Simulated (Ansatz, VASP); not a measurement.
One calculation of Ta, two programs

INCAR

```
PREC = Accurate
ENCUT = 520
EDIFF = 1E-6
ISMEAR = -1
SIGMA = 0.08
LREAL = F
LASPH = T
NELM = 60
ALGO = Normal
ISIF = 2
LWAVE = F
LCHARG = F
GGA = PE
NBANDS = 12
```

The input KPOINTS:

```
regular mesh
0
Gamma
  17 17 17
```

The input POSCAR:

```
Ta
1.0
   -1.6182544000      1.6512800000      1.6512800000
    1.6512800000     -1.6182544000      1.6512800000
    1.6512800000      1.6512800000     -1.6182544000
Ta
1
Direct
    0.0000000000      0.0000000000      0.0000000000
```

Input for Ansatz:

```yaml
crystal:
  lattice:
    - [-1.6182544, 1.65128, 1.65128]
    - [1.65128, -1.6182544, 1.65128]
    - [1.65128, 1.65128, -1.6182544]
  atoms:
    - { symbol: Ta, position: [0.0, 0.0, 0.0] }
kpoints:
  mp_grid: { grid: [17, 17, 17] }
  band_path:
    path:
      - [0.0, 0.0, 0.0]
      - [0.0, 0.0, 0.5]
      - [-0.5, 0.5, 0.5]
      - [-0.7448729721, 0.2551270279, 0.2551270279]
      - [0.2551270279, 0.2551270279, 0.2551270279]
      - [0.0, 0.0, 0.0]
      - [-0.5, 0.0, 0.5]
    npoints: 5
scf:
  occupations: { method: fermi_dirac, width: 0.08 }
hamiltonian:
  xc: pbe
  pseudopotentials: { kind: all_electron, lapw: { basis_error: 0.0005 } }
output:
  forces: true
  stress: true
  eigenvalues: true
```

Change from the starting cell: equal xy, yz and zx shear strains of +2 %.

Alike in both runs: task single point; functional PBE; k mesh 17 × 17 × 17; occupations fermi-dirac, width 0.08 eV; no spin polarisation.

|  | VASP | Ansatz |
| --- | --- | --- |
| version | VASP 6.6.1 | Ansatz 0.2.0 |
| potentials or method | VASP PAW PBE potentials, release 64 (Ta_pv), cutoff 520 eV | all-electron LAPW, scalar-relativistic |

VASP gave:

| Property | Result |
| --- | --- |
| pressure (GPa) | 3.4 |
| traceless stress, the component that is largest in VASP (GPa) | -1.62 |

Task: What did Ansatz give for the same quantities?

Result: Pressure (GPa): 3.2; traceless stress, the component that is largest in VASP (GPa): -1.60.

Ansatz ran all-electron here, and VASP with PAW potentials.

Spin-orbit coupling is off throughout.
